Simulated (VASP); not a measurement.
The system is Cs8Sn3Pb5Br24.

```xyz
40
Lattice="11.6633 0.0000 0.0000 0.0000 11.6633 0.0000 0.0000 0.0000 11.6633" Properties=species:S:1:pos:R:3 pbc="T T T"
Cs    0.0244   11.6376    0.0272
Cs    0.0074    0.0229    5.8839
Cs    0.0156    5.8073    0.0138
Cs   11.6370    5.8221    5.8380
Cs    5.8423    0.0283    0.0273
Cs    5.8276    0.0172    5.8335
Cs    5.8315    5.8138    0.0027
Cs    5.8361    5.8509    5.7971
Sn    2.9139    2.9079    2.9232
Sn    2.9204    2.9127    8.7406
Sn    2.9116    8.7104    8.7953
Pb    2.9146    8.7486    2.9068
Pb    8.7917    2.8974    2.9248
Pb    8.7167    2.9173    8.7689
Pb    8.7608    8.7547    2.9220
Pb    8.7793    8.7409    8.7373
Br    2.9045    2.9037    0.0105
Br    2.9246    2.9358    5.8088
Br    2.9281    8.7430   11.6548
Br    2.9225    8.7206    5.8142
Br    8.7607    2.9111   11.6362
Br    8.7263    2.9468    5.8169
Br    8.7605    8.7180    0.0198
Br    8.7363    8.7519    5.8215
Br   11.6289    2.9366    2.9203
Br    0.0026    2.9294    8.7383
Br   11.6578    8.7421    2.8807
Br    0.0197    8.7582    8.7504
Br    5.8257    2.9038    2.9092
Br    5.8021    2.9195    8.7415
Br    5.8588    8.7401    2.8991
Br    5.8673    8.7185    8.7246
Br    2.9540   11.6530    2.9288
Br    2.9289   11.6286    8.7660
Br    2.9148    5.8377    2.9169
Br    2.9497    5.8523    8.7497
Br    8.7117   11.6511    2.9548
Br    8.7566    0.0177    8.7474
Br    8.7311    5.8374    2.9265
Br    8.7451    5.8691    8.7302
```

```yaml
Program: VASP 6.6.1
Task: relaxation of volume and atoms at fixed shape
Functional: PBEsol
Potentials_or_basis: VASP PAW PBE potentials, release 64 (Cs_sv, Sn_d, Pb_d, Br)
Cutoff: 600 eV
k_mesh: 1 × 1 × 1, shifted
Occupations: fermi-dirac, width 0.05 eV
Spin: no spin polarisation
```

At the start: pressure -0.1 GPa; volume 39.66 Å³/atom.

Question: Where does the relaxation end?

Answer: Over 6 steps the energy falls by 2.5 meV/atom and the volume is 39.46 Å³/atom (-0.5 %); space group Pm (No. 6, to 0.1 Å) before, P1 (No. 1, to 0.1 Å).

The path:
| step | energy change (eV) | largest force (eV/Å) | pressure (GPa) | volume (Å³) |
| --- | --- | --- | --- | --- |
| 1 | 0.0000 | 0.4485 | -0.09 | 1586.57 |
| 2 | -0.0541 | 0.2952 | -0.04 | 1581.23 |
| 3 | -0.0947 | 0.0683 | 0.09 | 1571.10 |
| 4 | -0.0987 | 0.0496 | 0.00 | 1577.27 |
| 5 | -0.0991 | 0.0385 | -0.03 | 1579.45 |
| 6 | -0.1007 | 0.0269 | -0.02 | 1578.49 |

Final structure:
```yaml
crystal:
  lattice:
    - [11.64343, 0.00000, 0.00000]
    - [0.00000, 11.64343, 0.00000]
    - [0.00000, 0.00000, 11.64343]
  atoms:
    - { symbol: Cs, position: [0.00238, 0.99781, 0.00193] }
    - { symbol: Cs, position: [0.00096, 0.00183, 0.50474] }
    - { symbol: Cs, position: [0.00143, 0.49796, 0.00113] }
    - { symbol: Cs, position: [0.99813, 0.49922, 0.50058] }
    - { symbol: Cs, position: [0.50060, 0.00222, 0.00223] }
    - { symbol: Cs, position: [0.49942, 0.00119, 0.50022] }
    - { symbol: Cs, position: [0.49991, 0.49879, 0.00016] }
    - { symbol: Cs, position: [0.50014, 0.50185, 0.49722] }
    - { symbol: Sn, position: [0.25046, 0.24991, 0.25013] }
    - { symbol: Sn, position: [0.24950, 0.24919, 0.75000] }
    - { symbol: Sn, position: [0.25164, 0.74858, 0.75064] }
    - { symbol: Pb, position: [0.25066, 0.74968, 0.25050] }
    - { symbol: Pb, position: [0.75011, 0.24971, 0.25001] }
    - { symbol: Pb, position: [0.74903, 0.25089, 0.74980] }
    - { symbol: Pb, position: [0.75055, 0.74963, 0.25005] }
    - { symbol: Pb, position: [0.75115, 0.75060, 0.75014] }
    - { symbol: Br, position: [0.24921, 0.24918, 0.99964] }
    - { symbol: Br, position: [0.25045, 0.25103, 0.49975] }
    - { symbol: Br, position: [0.25091, 0.74958, 0.99699] }
    - { symbol: Br, position: [0.25035, 0.74813, 0.50255] }
    - { symbol: Br, position: [0.75080, 0.24966, 0.99992] }
    - { symbol: Br, position: [0.74851, 0.25223, 0.49985] }
    - { symbol: Br, position: [0.75112, 0.74811, 0.99998] }
    - { symbol: Br, position: [0.74976, 0.75028, 0.50012] }
    - { symbol: Br, position: [0.00281, 0.25116, 0.25039] }
    - { symbol: Br, position: [0.00210, 0.25098, 0.74905] }
    - { symbol: Br, position: [0.00080, 0.74986, 0.24727] }
    - { symbol: Br, position: [0.00482, 0.75067, 0.75022] }
    - { symbol: Br, position: [0.49684, 0.24927, 0.24919] }
    - { symbol: Br, position: [0.49595, 0.25011, 0.74980] }
    - { symbol: Br, position: [0.50039, 0.74931, 0.24868] }
    - { symbol: Br, position: [0.49880, 0.74805, 0.74854] }
    - { symbol: Br, position: [0.25260, 0.00275, 0.25096] }
    - { symbol: Br, position: [0.25089, 0.99938, 0.75112] }
    - { symbol: Br, position: [0.25001, 0.49687, 0.24972] }
    - { symbol: Br, position: [0.25212, 0.49912, 0.75055] }
    - { symbol: Br, position: [0.74747, 0.99981, 0.25291] }
    - { symbol: Br, position: [0.75072, 0.00089, 0.74992] }
    - { symbol: Br, position: [0.74896, 0.49955, 0.25070] }
    - { symbol: Br, position: [0.75014, 0.50069, 0.74877] }
```

Caveat: the PAW data sets were made with another functional, which shifts forces and pressure a little.
